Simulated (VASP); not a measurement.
Wanted: the native input for a VASP 6.6.1 run.

```yaml
Task: single point
Functional: PBEsol
Potentials_or_basis: VASP PAW PBE potentials, release 64 (Sb)
Cutoff: 520 eV
k_mesh: 6 × 6 × 6
Occupations: fermi-dirac, width 0.05 eV
Spin: no spin polarisation
Dipole_correction: no
Further_INCAR_settings: ALGO = Normal; EDIFF = 1e-06; NBANDS = 12
```

The structure of Sb lies in POSCAR:

```
Sb
1.0
    2.1597809450      1.2469501100      3.7374362679
   -2.1597809450      1.2469501100      3.7374362679
    0.0000000000     -2.4939002199      3.7374362679
Sb
2
Direct
    0.2336626070      0.2336626070      0.2336626070
    0.7663373930      0.7663373930      0.7663373930
```

These files were run (other wordings do the same):

INCAR

```
PREC = Accurate
ENCUT = 520
EDIFF = 1E-6
ISMEAR = -1
SIGMA = 0.05
LREAL = F
LASPH = T
NELM = 100
ALGO = Normal
ISIF = 2
LWAVE = F
LCHARG = F
GGA = PS
NBANDS = 12
```

KPOINTS

```
Automatic mesh
0
Gamma
  6 6 6
```

Potentials or basis: VASP PAW PBE potentials, release 64 (Sb).

Run with:

```bash
$ cat potpaw_PBE.64/Sb/POTCAR > POTCAR
$ mpirun -np 1 vasp_std > vasp.out
```

Results of the run:

```json
{"Pressure": "0.2 GPa", "Largest force": "0.058 eV/Å", "Band gap on the k mesh": "zero (band 5 reaches 7.17 eV, above the bottom of band 6 at 6.89 eV)"}
```

Caveat: the PAW data sets were made with another functional, which shifts forces and pressure a little; spin-orbit coupling is left out, which moves the levels of the heavy elements.

It took 21 s on 1 thread of Intel Xeon 8259CL (shared host), peak memory 0.2 GiB.
